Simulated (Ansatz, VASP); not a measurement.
# KBr in VASP and in Ansatz

```xyz
2
Lattice="0.0000 3.3000 3.3000 3.3000 0.0000 3.3000 3.3000 3.3000 0.0000" Properties=species:S:1:pos:R:3 pbc="T T T"
Br    3.3000    3.3000    3.3000
K     0.0000    0.0000    0.0000
```

Alike in both runs: functional r2SCAN0; dispersion D3(BJ); k mesh 5 × 5 × 5; occupations gaussian, width 0.1 eV; no spin polarisation.

|  | VASP | Ansatz |
| --- | --- | --- |
| version | VASP 6.6.1 | Ansatz 0.2.0 |
| potentials or method | VASP PAW PBE potentials, release 64 (Br, K_sv) | Ansatz PAW polarizable |
| plane-wave cutoff (eV) | 440 | 500 |
| valence electrons in the cell | 16 | 16 |
| task | single point | electron localisation function |

|  | VASP | Ansatz | Ansatz less VASP |
| --- | --- | --- | --- |
| gap on the k mesh at the Fermi level (eV) | 6.66 | 6.65 | -0.009 |
| least direct gap on the mesh (eV) | 6.66 | 6.65 | -0.009 |
| pressure (GPa) | -0.6 | -0.6 | +0.02 |

VASP's potentials were made for PBE, not for r2SCAN0.

Noted on Ansatz's run: odd divisions of the mesh miss points on the zone boundary, where band edges often lie, so the gap on the mesh can be too wide.
